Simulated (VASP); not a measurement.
A run of VASP 6.6.1:

File INCAR:

```
SYSTEM = Si3N4
  ALGO = Normal
  EDIFF = 1E-6
  EDIFFG = -0.01
  ENCUT = 520
  GGA = PS
  IBRION = 2
  ISIF = 2
  ISMEAR = 0
  LASPH = .TRUE.
  LCHARG = .FALSE.
  LREAL = .FALSE.
  LWAVE = .FALSE.
  NELM = 100
  NSW = 50
  PREC = Accurate
  SIGMA = 0.02
```

KPOINTS

```
k-points
0
G
  6 6 6
  0 0 0
```

The input POSCAR:

```
Si3N4
1.0
    0.0000000000      3.9479195361      3.9479195361
    3.9479195361      0.0000000000      3.9479195361
    3.9479195361      3.9479195361      0.0000000000
Si N
6 8
Direct
    0.1250000000      0.1250000000      0.6250000000
    0.1250000000      0.6250000000      0.1250000000
    0.6250000000      0.1250000000      0.1250000000
    0.1250000000      0.1250000000      0.1250000000
    0.7500000000      0.7500000000      0.7500000000
    0.5000000000      0.5000000000      0.5000000000
    0.3673753184      0.3673753184      0.3673753184
    0.3521259551      0.8826246816      0.8826246816
    0.8826246816      0.8826246816      0.3521259551
    0.8826246816      0.3521259551      0.8826246816
    0.3673753184      0.3673753184      0.8978740449
    0.3673753184      0.8978740449      0.3673753184
    0.8826246816      0.8826246816      0.8826246816
    0.8978740449      0.3673753184      0.3673753184
```

Potentials or basis: VASP PAW PBE potentials, release 64 (Si, N).

Run with:

```sh
$ cat potpaw_PBE.64/Si/POTCAR potpaw_PBE.64/N/POTCAR > POTCAR
$ mpirun -np 1 vasp_std > vasp.out
```

Hardware: 1 thread of Oxide Virtual Turin-like Processor, on a shared host.

Q: How long does it take, and how much memory?

A: Run time: 3.4 min on 1 thread of Oxide Virtual Turin-like Processor, on a shared host, peak memory 0.25 GiB. Counts: scf iterations 25, k points 16, ion steps 3.
